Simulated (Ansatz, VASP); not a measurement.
## One calculation of V2SiN2, two programs

```
V Si N
1.0
     4.27735    0.00000    0.00000
     2.02364    3.80827    0.00000
     0.51799    0.50026    6.82343
V Si N
4 2 4
Direct
  0.76603 0.45624 0.98545
  0.49160 0.75505 0.49012
  0.20632 0.45713 0.25146
  0.38913 0.21849 0.75071
  0.91081 0.08203 0.32546
  0.03661 0.89776 0.79721
  0.68857 0.65003 0.22862
  0.74110 0.71172 0.72741
  0.25153 0.51871 0.96861
  0.51830 0.25287 0.47496
```

Change from the starting cell: the structure that the rattled cell fell into.

Alike in both runs: task single point; functional PBE; k mesh 4 × 4 × 4; occupations gaussian, width 0.1 eV; no spin polarisation.

|  | VASP | Ansatz |
| --- | --- | --- |
| version | VASP 6.6.1 | Ansatz 0.2.0 |
| potentials or method | VASP PAW PBE potentials, release 64 (V_sv, Si, N), cutoff 520 eV | scalar-relativistic, plane waves, PAW |
| valence electrons in the cell | 80 | 80 |

Ansatz gave:

* gap on the k mesh at the Fermi level (eV): none
* pressure (GPa): 1.5
* traceless stress, the component that is largest in VASP (GPa): -0.74
* rms of the force components (eV/Å): 0.110

Q: Estimate VASP's values.

A: gap on the k mesh at the Fermi level (eV): none; pressure (GPa): 1.9; traceless stress, the component that is largest in VASP (GPa): -0.76; rms of the force components (eV/Å): 0.112.

Atom by atom the forces differ by 0.016 eV/Å (rms over components). A gap of «none» marks a metal or a gap that the smearing closes.

The k mesh is coarse, so the values compare programs but aren't converged.
